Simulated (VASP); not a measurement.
Write the native input for VASP 6.6.1 that does the following.

| Quantity | Value |
| --- | --- |
| Task | single point |
| Functional | PBE |
| Potentials or basis | VASP PAW PBE potentials, release 64 (La, Si, O) |
| Cutoff | 520 eV |
| k mesh | 12 × 12 × 12 |
| Occupations | gaussian, width 0.1 eV |
| Spin | no spin polarisation |
| Dipole correction | no |
| Further INCAR settings | ALGO = Normal; EDIFF = 1e-06; NBANDS = 18 |

The structure of LaSiO lies in POSCAR:

```
LaSiO
1.0
    3.8694476756      0.0000000000      0.0000000000
   -1.9347238378      3.3510399857      0.0000000000
    0.0000000000      0.0000000000      4.1928339516
La Si O
1 1 1
Direct
    0.0000000000      0.0000000000      0.5000000000
    0.6666666667      0.3333333333      0.0000000000
    0.3333333333      0.6666666667      0.0000000000
```

One way to write it, as run:

INCAR

```
SYSTEM = LaSiO
ALGO     = Normal         ! electronic algorithm
EDIFF    = 1E-6           ! SCF threshold, eV
ENCUT    = 520            ! plane-wave cutoff, eV
GGA      = PE             ! functional
ISIF     = 2              ! what is computed and relaxed
ISMEAR   = 0              ! smearing method
LASPH    = .True.         ! aspherical terms in the spheres
LCHARG   = .False.        ! write CHGCAR
LREAL    = .False.        ! projectors in reciprocal space
LWAVE    = .False.        ! write WAVECAR
NBANDS   = 18             ! bands
NELM     = 100            ! most SCF steps
PREC     = Accurate       ! precision mode
SIGMA    = 0.1            ! smearing width, eV
```

KPOINTS

```
k-points
0
Gamma
  12 12 12
  0 0 0
```

Potentials or basis: VASP PAW PBE potentials, release 64 (La, Si, O).

Command:

```sh
$ cat potpaw_PBE.64/La/POTCAR potpaw_PBE.64/Si/POTCAR potpaw_PBE.64/O/POTCAR > POTCAR
$ mpirun -np 1 vasp_std > vasp.out
```

Results of the run:

| Item | Value |
| --- | --- |
| Pressure | -0.1 GPa |

Caveat: an odd number of electrons without spin polarisation forces a metal; a magnetic or distorted state may lie lower.

Wall time 81 s on 1 thread of Intel(R) Xeon(R) Platinum 8488C (Sapphire Rapids) (shared host), peak memory 0.31 GiB.
